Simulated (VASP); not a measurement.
# Si3Ge (P4/mmm) in VASP: notebook, part 2 of 2

VASP 6.6.1. The steps go on from the part before.

## 3. Relaxation of cell and atoms, PBE

INCAR

```
SYSTEM = Si3Ge
PREC = Accurate ; ENCUT = 600
EDIFF = 1E-7 ; ISMEAR = 0
SIGMA = 0.1 ; LREAL = .False.
LASPH = .True. ; NELM = 60
ALGO = Normal ; ISIF = 3
LWAVE = .False. ; LCHARG = .False.
GGA = PE ; IBRION = 2
NSW = 100 ; EDIFFG = -0.01
```

KPOINTS

```
Automatic mesh
0
Gamma
  10 10 18
  0 0 0
```

POSCAR

```
Si3Ge
1.0
    5.0742924956      0.0000000000      0.0000000000
    0.0000000000      5.0742924956      0.0000000000
    0.0000000000      0.0000000000      2.5530824207
Si Ge
3 1
Direct
    0.0000000000      0.5000000000      0.0000000000
    0.5000000000      0.0000000000      0.0000000000
    0.0000000000      0.0000000000      0.5000000000
    0.5000000000      0.5000000000      0.0000000000
```

Potentials or basis: VASP PAW PBE potentials, release 64 (Si, Ge_d).

Command:

```bash
$ cat potpaw_PBE.64/Si/POTCAR potpaw_PBE.64/Ge_d/POTCAR > POTCAR
$ mpirun -np 1 vasp_std > vasp.out
```

OUTCAR:

```text
SYSTEM = Si3Ge
   PREC = Accurate
   ENCUT = 600
   EDIFF = 1E-7
   ISMEAR = 0
   LREAL = .False.
   LASPH = .True.
   NELM = 60
   ISIF = 3
   GGA = PE
   IBRION = 2
   NSW = 100
   EDIFFG = -0.01

 ion  position               nearest neighbor table
   1  0.000  0.500  0.000-   4 2.54   4 2.54   3 2.84   3 2.84   3 2.84   3 2.84
   2  0.500  0.000  0.000-   4 2.54   4 2.54   3 2.84   3 2.84   3 2.84   3 2.84
   3  0.000  0.000  0.500-   1 2.84   2 2.84   1 2.84   2 2.84   1 2.84   1 2.84   2 2.84   2 2.84

   4  0.500  0.500  0.000-   1 2.54   2 2.54   2 2.54   1 2.54

  LATTYP: Found a simple tetragonal cell.
 ALAT       =     5.0742924956
 C/A-ratio  =     0.5031405704

  Lattice vectors:

 A1 = (   5.0742924956,   0.0000000000,   0.0000000000)
 A2 = (   0.0000000000,   5.0742924956,   0.0000000000)
 A3 = (   0.0000000000,   0.0000000000,   2.5530824207)

Analysis of symmetry for initial positions (statically):
=====================================================================
 Subroutine PRICEL returns:
 Original cell was already a primitive cell.

 Routine SETGRP: Setting up the symmetry group for a
 simple tetragonal supercell.

 Subroutine GETGRP returns: Found 16 space group operations
[... 178 lines left out ...]
  -------------------------------------------------------------------------------------
  Total       -0.2176651     -0.2176651      0.4497899      0.0000000     -0.0000000      0.0000000
  in kB       -5.3049788     -5.3049788     10.9623697      0.0000000     -0.0000000      0.0000000
  external PRESSURE =       0.1174707 kB  Pullay stress =       0.0000000 kB
[... 139 lines left out ...]
--------------------------------------- Ionic step        5  -------------------------------------------

 number of electron      26.0000003 magnetization

 Free energy of the ion-electron system (eV)
  ---------------------------------------------------
  ext. energy  EPLUGINS =         0.00000000
  ---------------------------------------------------
  free energy    TOTEN  =       -19.08820744 eV

  energy without entropy =      -19.08061481  energy(sigma->0) =      -19.08441113

 E-fermi :   8.3008     XC(G=0): -10.9489

 val. band max:        8.2955541420   @ k =   0.3000   0.3000   0.3889
 cond. band min:       8.3052313800   @ k =   0.4000   0.0000   0.5000
 fundamental gap:      0.0096772379
 Fermi energy:         8.3008495662

 k-point     1 :       0.0000    0.0000    0.0000
  band No.  band energies     occupation
      1     -16.3444      2.00000
      2     -16.1711      2.00000
      3     -16.1295      2.00000
      4     -16.0853      2.00000
      5     -16.0853      2.00000
      6      -5.2659      2.00000
[... 457 lines left out ...]
      4     -16.0890      2.00000
      5     -16.0890      2.00000
      6      -4.9757      2.00000
[... 9 lines left out ...]
     16      13.9448      0.00000
     17      16.0164      0.00000

 [... further k-points ...]

------------------------ aborting loop because EDIFF is reached ----------------------------------------

  FORCE on cell =-STRESS in cart. coord.  units (eV):
  Direction    XX          YY          ZZ          XY          YZ          ZX
  --------------------------------------------------------------------------------------
  -------------------------------------------------------------------------------------
  Total        0.0245329      0.0245329      0.0198973      0.0000000      0.0000000      0.0000000
  in kB        0.5993801      0.5993801      0.4861242      0.0000000      0.0000000      0.0000000
  external PRESSURE =       0.5616281 kB  Pullay stress =       0.0000000 kB
[... 19 lines left out ...]
  FREE ENERGIE OF THE ION-ELECTRON SYSTEM (eV)
  ---------------------------------------------------
  free  energy   TOTEN  =       -19.0882074437 eV

  energy  without entropy=      -19.0806148127  energy(sigma->0) =      -19.08441113

 reached required accuracy - stopping structural energy minimisation
```

OSZICAR:

```text
N       E                     dE             d eps       ncg     rms          rms(c)
DAV:   1     0.146270945732E+03    0.14627E+03   -0.13617E+04  7543   0.293E+03
[... 41 lines left out ...]
DAV:   1    -0.190893709383E+02   -0.12115E-02   -0.18777E-02  9565   0.250E+00    0.201E-01
DAV:   2    -0.190885012021E+02    0.86974E-03   -0.14927E-03  9881   0.766E-01    0.104E-01
DAV:   3    -0.190882259869E+02    0.27522E-03   -0.46757E-04  9418   0.350E-01    0.277E-02
DAV:   4    -0.190882091703E+02    0.16817E-04   -0.20668E-05  9433   0.565E-02    0.159E-02
DAV:   5    -0.190882069221E+02    0.22482E-05   -0.47112E-06  9956   0.342E-02    0.484E-03
DAV:   6    -0.190882074987E+02   -0.57660E-06   -0.45093E-07  6023   0.941E-03    0.108E-03
DAV:   7    -0.190882074437E+02    0.55051E-07   -0.57572E-08  3819   0.425E-03
   5 F= -.19088207E+02 E0= -.19084411E+02  d E =-.479766E-04
```

CONTCAR:

```text
Si3Ge
   1.00000000000000
     5.0453782633589288    0.0000000000000000    0.0000000000000000
     0.0000000000000000    5.0453782633589288    0.0000000000000000
     0.0000000000000000   -0.0000000000000000    2.5761400511426324
  Si              Ge
     3     1
Direct
     0.0000000000000000    0.5000000000000000    0.0000000000000000
     0.5000000000000000    1.0000000000000000    0.0000000000000000
     0.0000000000000000    1.0000000000000000    0.5000000000000000
     0.5000000000000000    0.5000000000000000    1.0000000000000000

  0.00000000E+00  0.00000000E+00  0.00000000E+00
  0.00000000E+00  0.00000000E+00  0.00000000E+00
  0.00000000E+00  0.00000000E+00  0.00000000E+00
  0.00000000E+00  0.00000000E+00  0.00000000E+00
```

It took 9.3 min on 1 thread of Intel Xeon Platinum 8259CL at 2.50GHz (Skylake/Cascade Lake), shared host; peak memory 0.39 GiB.

What came out:

* Free energy: -19.0882 eV
* Relaxed volume: 16.39 Å³/atom
* Relaxed cell: a = 5.045 Å, b = 5.045 Å, c = 2.576 Å, α = 90.00°, β = 90.00°, γ = 90.00°
* Space group after relaxing (to 0.05 Å): P4/mmm (No. 123)
* Energy gained by relaxing: 0.8 meV/atom
* Ionic steps: 5
* Pressure after relaxing: 0.1 GPa
* Band gap on the k mesh: zero (band 13 reaches 9.74 eV, above the bottom of band 14 at 6.64 eV)

Step by step:
```csv
step,energy change (eV),largest force (eV/Å),pressure (GPa),volume (Å³)
1,0.0000,0.0000,0.01,65.74
2,-0.0025,0.0000,-0.08,65.75
3,-0.0028,0.0000,-0.19,65.76
4,-0.0032,0.0000,-0.16,65.75
5,-0.0032,0.0000,0.06,65.58
```

Final structure:
```cif
data_structure
_symmetry_space_group_name_H-M 'P 1'
_symmetry_Int_Tables_number 1
_cell_length_a 5.0454
_cell_length_b 5.0454
_cell_length_c 2.5761
_cell_angle_alpha 90.000
_cell_angle_beta 90.000
_cell_angle_gamma 90.000
_cell_volume 65.58
loop_
_atom_site_label
_atom_site_type_symbol
_atom_site_fract_x
_atom_site_fract_y
_atom_site_fract_z
_atom_site_occupancy
Si1 Si 0.00000 0.50000 0.00000 1
Si2 Si 0.50000 0.00000 0.00000 1
Si3 Si 0.00000 0.00000 0.50000 1
Ge1 Ge 0.50000 0.50000 0.00000 1
```
